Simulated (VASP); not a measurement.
# Mg (P6_3/mmc) in VASP: relaxation of shape and atoms at fixed volume with r2SCAN

Aim: the relaxation of shape and atoms at fixed volume of Mg with r2SCAN.

Everything below comes from runs of VASP 6.6.1. Logs are shortened: lines on timing, memory, paths and dates and some standing lists are left out, and cuts for length are marked.

### Step 1. The cell of the first run

Symmetry: P6_3/mmc, No. 194, hexagonal system. Conventional cell: a = 3.185 Å, b = 3.185 Å, c = 5.231 Å, α = 90.00°, β = 90.00°, γ = 120.00°. Mg (site symmetry -6m2) has 12 Mg at 3.19 to 3.20 Å within 4.2 Å.

### Step 2. Relaxation of shape and atoms at fixed volume, r2SCAN

POSCAR reads:

```
Mg
1.0
    3.1852407029      0.0000000000      0.0000000000
   -1.5926203514      2.7584993659      0.0000000000
    0.0000000000      0.0000000000      5.2309806119
Mg
2
Direct
    0.3333333333      0.6666666667      0.7500000000
    0.6666666667      0.3333333333      0.2500000000
```

INCAR.step1 reads:

```
PREC = Accurate
ENCUT = 600
ISMEAR = 0
SIGMA = 0.05
LREAL = F
LASPH = T
NELM = 100
GGA = PE
ALGO = Normal
EDIFF = 1E-4
LWAVE = T
LCHARG = F
```

INCAR.step2 reads:

```
PREC = Accurate
ENCUT = 600
EDIFF = 1E-6
ISMEAR = 0
SIGMA = 0.05
LREAL = F
LASPH = T
NELM = 100
ALGO = Normal
ISIF = 4
LWAVE = F
LCHARG = F
METAGGA = R2SCAN
LMIXTAU = T
IBRION = 2
NSW = 60
EDIFFG = -0.02
ISTART = 1
```

KPOINTS reads:

```
regular mesh
0
Gamma
  16 16 8
```

Potentials or basis: VASP PAW PBE potentials, release 64 (Mg).

The run is started by

```
$ cat potpaw_PBE.64/Mg/POTCAR > POTCAR
$ cp INCAR.step1 INCAR
$ mpirun -np 1 vasp_std > vasp.out
$ cp INCAR.step2 INCAR
$ mpirun -np 1 vasp_std > vasp.out
```

OUTCAR:

```text
PREC = Accurate
   ENCUT = 600
   EDIFF = 1E-6
   ISMEAR = 0
   LREAL = F
   LASPH = T
   NELM = 100
   ISIF = 4
   METAGGA = R2SCAN
   IBRION = 2
   NSW = 60
   EDIFFG = -0.02
   ISTART = 1

 ion  position               nearest neighbor table
   1  0.333  0.667  0.750-   2 3.20   2 3.20   2 3.20   2 3.20   2 3.20   2 3.20
   2  0.667  0.333  0.250-   1 3.20   1 3.20   1 3.20   1 3.20   1 3.20   1 3.20

  LATTYP: Found a hexagonal cell.
 ALAT       =     3.1852407029
 C/A-ratio  =     1.6422559862

  Lattice vectors:

 A1 = (   3.1852407029,   0.0000000000,   0.0000000000)
 A2 = (  -1.5926203514,   2.7584993659,   0.0000000000)
 A3 = (   0.0000000000,   0.0000000000,   5.2309806119)

Analysis of symmetry for initial positions (statically):
=====================================================================
 Subroutine PRICEL returns:
 Original cell was already a primitive cell.

 Routine SETGRP: Setting up the symmetry group for a
 hexagonal supercell.

 Subroutine GETGRP returns: Found 24 space group operations
 (whereof 12 operations were pure point group operations)
 out of a pool of 24 trial point group operations.

The static configuration has the point symmetry D_3d.
 The point group associated with its full space group is D_6h.

Analysis of symmetry for dynamics (positions and initial velocities):
=====================================================================
 Subroutine PRICEL returns:
 Original cell was already a primitive cell.

 Routine SETGRP: Setting up the symmetry group for a
 hexagonal supercell.

 Subroutine GETGRP returns: Found 24 space group operations
 (whereof 12 operations were pure point group operations)
 out of a pool of 24 trial point group operations.

The dynamic configuration has the point symmetry D_3d.
 The point group associated with its full space group is D_6h.

 Subroutine INISYM returns: Found 24 space group operations
 (whereof 12 operations are pure point group operations),
 and found     1 'primitive' translations

----------------------------------------------------------------------------------------

                                     Primitive cell

  volume of cell :      45.9619

  direct lattice vectors                    reciprocal lattice vectors
     3.185240703  0.000000000  0.000000000     0.313948016  0.181257972  0.000000000
    -1.592620351  2.758499366  0.000000000     0.000000000  0.362515943  0.000000000
     0.000000000  0.000000000  5.230980612     0.000000000  0.000000000  0.191168745

  length of vectors
     3.185240703  3.185240703  5.230980612     0.362515943  0.362515943  0.191168745

  position of ions in fractional coordinates (direct lattice)
     0.333333333  0.666666667  0.750000000
     0.666666667  0.333333333  0.250000000

  ion indices of the primitive-cell ions
   primitive index   ion index
                 1           1
                 2           2

----------------------------------------------------------------------------------------

 KPOINTS: regular mesh

Automatic generation of k-mesh.
 Grid dimensions read from file:
 generate k-points for:   16   16    8

 Generating k-lattice:

  Cartesian coordinates                     Fractional coordinates (reciprocal lattice)
     0.019621751  0.011328623  0.000000000     0.062500000 -0.000000000  0.000000000
     0.000000000  0.022657246  0.000000000     0.000000000  0.062500000  0.000000000
     0.000000000  0.000000000  0.023896093     0.000000000  0.000000000  0.125000000

  Length of vectors
     0.022657246  0.022657246  0.023896093

  Shift w.r.t. Gamma in fractional coordinates (k-lattice)
     0.000000000  0.000000000  0.000000000

 Subroutine IBZKPT returns following result:
 ===========================================

 Found    150 irreducible k-points:

 Following reciprocal coordinates:
            Coordinates               Weight
  0.000000  0.000000  0.000000      1.000000
  0.062500  0.000000  0.000000      6.000000
  0.125000  0.000000  0.000000      6.000000
  0.187500  0.000000  0.000000      6.000000
  0.250000  0.000000  0.000000      6.000000
  0.312500  0.000000  0.000000      6.000000
[... 16 lines left out ...]
  0.187500  0.187500  0.000000      6.000000
  0.250000  0.187500  0.000000     12.000000
 [... further k-points ...]
   k-points           NKPTS =    150   k-points in BZ     NKDIM =    150   number of bands    NBANDS=      6
   number of dos      NEDOS =    301   number of ions     NIONS =      2
   total plane-waves  NPLWV =  32928
   dimension x,y,z NGX =    28 NGY =   28 NGZ =   42
   dimension x,y,z NGXF=    56 NGYF=   56 NGZF=   84
   ions per type =               2
   NGX,Y,Z   is equivalent  to a cutoff of  14.61, 14.61, 13.35 a.u.
   NGXF,Y,Z  is equivalent  to a cutoff of  29.23, 29.23, 26.70 a.u.
 SYSTEM =  unknown system
   PREC   = accura    normal or accurate (medium, high low for compatibility)
   ISTART =      1    job   : 0-new  1-cont  2-samecut
   ICHARG =      0    charge: 1-file 2-atom 10-const
   ISPIN  =      1    spin polarized calculation?
   LNONCOLLINEAR =      F non collinear calculations
   LSORBIT =      F    spin-orbit coupling
   LASPH  =      T    aspherical Exc in radial PAW
   ENCUT  =  600.0 eV  44.10 Ry    6.64 a.u.   6.36  6.36 10.45*2*pi/ulx,y,z
   NELM   =    100;   NELMIN=  2; NELMDL=  0     # of ELM steps
   EDIFF  = 0.1E-05   stopping-criterion for ELM
   LREAL  =      F    real-space projection
   EDIFFG = -.2E-01   stopping-criterion for IOM
   NSW    =     60    number of steps for IOM
   IBRION =      2    ionic relax: 0-MD 1-quasi-New 2-CG
   NFREE  =      1    steps in history (QN), initial steepest desc. (CG)
   ISIF   =      4    stress and relaxation
   ISYM   =      2    0-nonsym 1-usesym 2-fastsym
   POTIM  = 0.5000    time-step for ionic-motion
   TEBEG  =    0.0;   TEEND  =   0.0 temperature during run
   PSTRESS=    0.0 pullay stress
   NELECT =       4.0000    total number of electrons
   NUPDOWN=      -1.0000    fix difference up-down
   EMIN   =  10.00;   EMAX   =-10.00  energy-range for DOS
   EFERMI =   0.00;   METHOD = LEGACY
   ISMEAR =     0;   SIGMA  =   0.05  broadening in eV -4-tet -1-fermi 0-gaus
   EFERMI_NEDOS =   21; number of points for ismear=-14 and -15
   IALGO  =     38    algorithm
   IMIX   =      4    mixing-type and parameters
     AMIX     =   0.40;   BMIX     =  1.00
     AMIX_MAG =   1.60;   BMIX_MAG =  1.00
  volume/ion in A,a.u.               =      22.98       155.08
  Fermi-wavevector in a.u.,A,eV,Ry     =   0.725486  1.370969  7.161144  0.526329
  Thomas-Fermi vector in A             =   1.816219
   LORBIT       =      0    0 simple, 1 ext, 2 COOP (PROOUT), +10 PAW based schemes
   METAGGA = R2SCAN    functional components
   LHFCALC =     F    Hartree Fock is set to
   AEXX    =    0.0000 exact exchange contribution
   IVDW    =     0    specifies the selected vdW correction
   LEPSILON=     F    determine dielectric tensor
   LRPA    =     F    only Hartree local field effects (RPA)
 conjugate gradient relaxation of ions
 non-spin polarized calculation
 Gauss-broadening in eV      SIGMA  =   0.05
  energy-cutoff  :      600.00
  volume of cell :       45.96
 maximum number of plane-waves:      1558
 NGX is ok and might be reduce to    28
   NGX = 13   NGY = 13   NGZ = 21

--------------------------------------- Ionic step        1  -------------------------------------------

 number of electron       4.0000000 magnetization

 Free energy of the ion-electron system (eV)
  ---------------------------------------------------
  ext. energy  EPLUGINS =         0.00000000
  ---------------------------------------------------
  free energy    TOTEN  =        -8.28697659 eV

  energy without entropy =       -8.28555716  energy(sigma->0) =       -8.28626688

------------------------ aborting loop because EDIFF is reached ----------------------------------------

  FORCE on cell =-STRESS in cart. coord.  units (eV):
  Direction    XX          YY          ZZ          XY          YZ          ZX
  --------------------------------------------------------------------------------------
  -------------------------------------------------------------------------------------
  Total       -0.1673391     -0.1673391     -0.4563004     -0.0000000      0.0000000      0.0000000
  in kB       -5.8332383     -5.8332383    -15.9060812     -0.0000000      0.0000000      0.0000000
  external PRESSURE =      -9.1908526 kB  Pullay stress =       0.0000000 kB
[... 57 lines left out ...]
  energy  without entropy=       -8.2864566634  energy(sigma->0) =       -8.28723539

--------------------------------------- Ionic step        3  -------------------------------------------

 number of electron       4.0000000 magnetization

 Free energy of the ion-electron system (eV)
  ---------------------------------------------------
  ext. energy  EPLUGINS =         0.00000000
  ---------------------------------------------------
  free energy    TOTEN  =        -8.28923610 eV

  energy without entropy =       -8.28779487  energy(sigma->0) =       -8.28851549

 E-fermi :   2.6522     XC(G=0):  -9.0357

 val. band max:        2.6485063267   @ k =   0.3125   0.2500   0.2500
 cond. band min:       2.6552687014   @ k =   0.3125   0.3125   0.2500
 fundamental gap:      0.0067623747
 Fermi energy:         2.6521972713

 k-point     1 :       0.0000    0.0000    0.0000
  band No.  band energies     occupation
      1      -4.7433      2.00000
      2       0.7862      2.00000
      3       1.5285      2.00000
      4      14.2413      0.00000
      5      14.2413      0.00000
      6      14.3743      0.00000

 k-point     2 :       0.0625    0.0000    0.0000
  band No.  band energies     occupation
      1      -4.6618      2.00000
      2       0.8614      2.00000
      3       1.6059      2.00000
      4      12.5106      0.00000
      5      13.2861      0.00000
      6      14.1294      0.00000
[... 190 lines left out ...]
 k-point    24 :       0.2500    0.1875    0.0000
  band No.  band energies     occupation
      1      -1.7750      2.00000
      2       3.5737      0.00000
      3       3.7071      0.00000
      4       4.8452      0.00000
      5       6.1861      0.00000
      6       9.5924      0.00000

 [... further k-points ...]

------------------------ aborting loop because EDIFF is reached ----------------------------------------

  FORCE on cell =-STRESS in cart. coord.  units (eV):
  Direction    XX          YY          ZZ          XY          YZ          ZX
  --------------------------------------------------------------------------------------
  -------------------------------------------------------------------------------------
  Total       -0.2568797     -0.2568797     -0.2996195     -0.0000000     -0.0000000      0.0000000
  in kB       -8.9545175     -8.9545175    -10.4443728     -0.0000000     -0.0000000      0.0000000
  external PRESSURE =      -9.4511359 kB  Pullay stress =       0.0000000 kB
[... 17 lines left out ...]
  FREE ENERGIE OF THE ION-ELECTRON SYSTEM (eV)
  ---------------------------------------------------
  free  energy   TOTEN  =        -8.2892361025 eV

  energy  without entropy=       -8.2877948699  energy(sigma->0) =       -8.28851549

 reached required accuracy - stopping structural energy minimisation
```

It took 2.4 min on 1 thread of Intel Xeon 6975P-C (Granite Rapids), shared host; peak memory 0.22 GiB.

Results:

```yaml
Free_energy: -8.2892 eV
Energy_gained_by_relaxing: 1.1 meV/atom
Ionic_steps: 3
Pressure_after_relaxing: -0.9 GPa
Band_gap_on_the_k_mesh: zero (band 2 reaches 3.65 eV, above the bottom of band 3 at 1.53 eV)
```

The path:
```
step  energy change (eV)  largest force (eV/Å)  pressure (GPa)  volume (Å³)
   1              0.0000                0.0000           -0.92        45.96
   2             -0.0010                0.0000           -0.93        45.96
   3             -0.0023                0.0000           -0.95        45.96
```

Final structure:
```
CELL_PARAMETERS angstrom
3.20663 0.00000 0.00000
-1.60332 2.77702 0.00000
0.00000 0.00000 5.16142
ATOMIC_POSITIONS crystal
Mg 0.33333 0.66667 0.75000
Mg 0.66667 0.33333 0.25000
```

Caveat: the PAW data sets were made with another functional, which shifts forces and pressure a little.
